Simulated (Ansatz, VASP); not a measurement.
## Two plane-wave programs on NaF

The input POSCAR:

```
NaF
1.0
    0.0000000000      2.3929990000      2.3929990000
    2.3929990000      0.0000000000      2.3929990000
    2.3929990000      2.3929990000      0.0000000000
Na F
1 1
Direct
    0.0000000000      0.0000000000      0.0000000000
    0.5000000000      0.5000000000      0.5000000000
```

INCAR.step1

```
SYSTEM = NaF
PREC     = Accurate       ! precision mode
ENCUT    = 520            ! plane-wave cutoff, eV
ISMEAR   = 0              ! smearing method
SIGMA    = 0.05           ! smearing width, eV
LREAL    = .False.        ! projectors in reciprocal space
LASPH    = .True.         ! aspherical terms in the spheres
NELM     = 60             ! most SCF steps
NBANDS   = 14             ! bands
GGA      = PE             ! functional
ALGO     = Normal         ! electronic algorithm
EDIFF    = 1E-4           ! SCF threshold, eV
LWAVE    = .True.         ! write WAVECAR
LCHARG   = .False.        ! write CHGCAR
```

INCAR.step2

```
SYSTEM = NaF
PREC     = Accurate       ! precision mode
ENCUT    = 520            ! plane-wave cutoff, eV
EDIFF    = 1E-6           ! SCF threshold, eV
ISMEAR   = 0              ! smearing method
SIGMA    = 0.05           ! smearing width, eV
LREAL    = .False.        ! projectors in reciprocal space
LASPH    = .True.         ! aspherical terms in the spheres
NELM     = 60             ! most SCF steps
ALGO     = Normal         ! electronic algorithm
ISIF     = 2              ! what is computed and relaxed
LWAVE    = .False.        ! write WAVECAR
LCHARG   = .True.         ! write CHGCAR
METAGGA  = R2SCAN         ! meta-GGA
LMIXTAU  = .True.       
LELF     = .True.         ! ELF
LVHAR    = .True.       
NBANDS   = 14             ! bands
ISTART   = 1
```

KPOINTS

```
Automatic mesh
0
Gamma
  8 8 8
  0 0 0
```

Input for Ansatz:

```yaml
crystal:
  lattice:
    - [0.0, 2.392999, 2.392999]
    - [2.392999, 0.0, 2.392999]
    - [2.392999, 2.392999, 0.0]
  atoms:
    - { symbol: Na, position: [0.0, 0.0, 0.0] }
    - { symbol: F, position: [0.5, 0.5, 0.5] }
basis:
  ecutwfc: 500
kpoints:
  mp_grid: { grid: [8, 8, 8] }
hamiltonian:
  xc: r2scan
scf:
  occupations: { method: gaussian, width: 0.05 }
output:
  forces: true
  stress: true
  eigenvalues: true
```

Change from the starting cell: strain +0.030 along x and y, +0.030 along z, atoms carried along.

Alike in both runs: task single point; functional r2SCAN; k mesh 8 × 8 × 8; occupations gaussian, width 0.05 eV; no spin polarisation.

|  | VASP | Ansatz |
| --- | --- | --- |
| version | VASP 6.6.1 | Ansatz 0.2.0 |
| potentials or method | VASP PAW PBE potentials, release 64 (Na_pv, F), cutoff 520 eV | scalar-relativistic, plane waves, PAW |
| valence electrons in the cell | 14 | 16 |

|  | VASP | Ansatz | Ansatz less VASP |
| --- | --- | --- | --- |
| gap on the k mesh at the Fermi level (eV) | 6.66 | 6.62 | -0.036 |
| least direct gap on the mesh (eV) | 6.66 | 6.62 | -0.036 |
| pressure (GPa) | -5.7 | -5.0 | +0.68 |

VASP's potentials were made for PBE, not for r2SCAN. The functional is the same, so the differences come from potentials, cutoffs and numerics. VASP's potentials hold 14 valence electrons a cell and Ansatz's 16, so a difference there can come from the potentials and not from the codes.
